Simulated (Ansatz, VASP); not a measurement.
**Two plane-wave programs on Y**

INCAR

```
  PREC = Accurate
  ENCUT = 520
  EDIFF = 1E-6
  ISMEAR = -1
  SIGMA = 0.1
  LREAL = F
  LASPH = T
  NELM = 80
  ALGO = Normal
  ISIF = 2
  LWAVE = F
  LCHARG = F
  GGA = PS
  NBANDS = 12
```

The input KPOINTS:

```
regular mesh
0
Gamma
  11 11 11
```

Contents of POSCAR:

```
Y
1.0
    3.0676735170      0.0000000000      0.0000000000
    0.0000000000      3.0676735170      0.0000000000
    0.0000000000      0.0000000000      3.0676735170
Y
1
Direct
    0.0000000000      0.0000000000      0.0000000000
```

Input for Ansatz:

```yaml
crystal:
  lattice:
    - [3.067673517, 0.0, 0.0]
    - [0.0, 3.067673517, 0.0]
    - [0.0, 0.0, 3.067673517]
  atoms:
    - { symbol: "Y", position: [0.0, 0.0, 0.0] }
hamiltonian:
  xc: pbesol
  pseudopotentials:
    kind: paw
    azcp:
      "Y": "pseudopotentials/Y.paw.azcp"
basis:
  ecutwfc: 420
  fft_grid_basis: typed
kpoints:
  mp_grid: { grid: [11, 11, 11], shift: [0, 0, 0] }
magnetization:
  spin_polarized: false
scf:
  occupations: { method: fermi_dirac, width: 0.1 }
  lower_state_search: "off"
output:
  stress: true
```

Alike in both runs: task single point; functional PBEsol; k mesh 11 × 11 × 11; occupations fermi-dirac, width 0.1 eV; no spin polarisation.

```csv
,VASP,Ansatz
version,VASP 6.6.1,Ansatz 0.2.0
potentials or method,"VASP PAW PBE potentials, release 64 (Y_sv), cutoff 520 eV","plane waves (420 eV) with PAW, scalar-relativistic"
valence electrons in the cell,11,11
```

|  | VASP | Ansatz | Ansatz less VASP |
| --- | --- | --- | --- |
| pressure (GPa) | 4.3 | 4.3 | +0.04 |

VASP's potentials were made for PBE, not for PBEsol, and Ansatz warns of the same on its side.
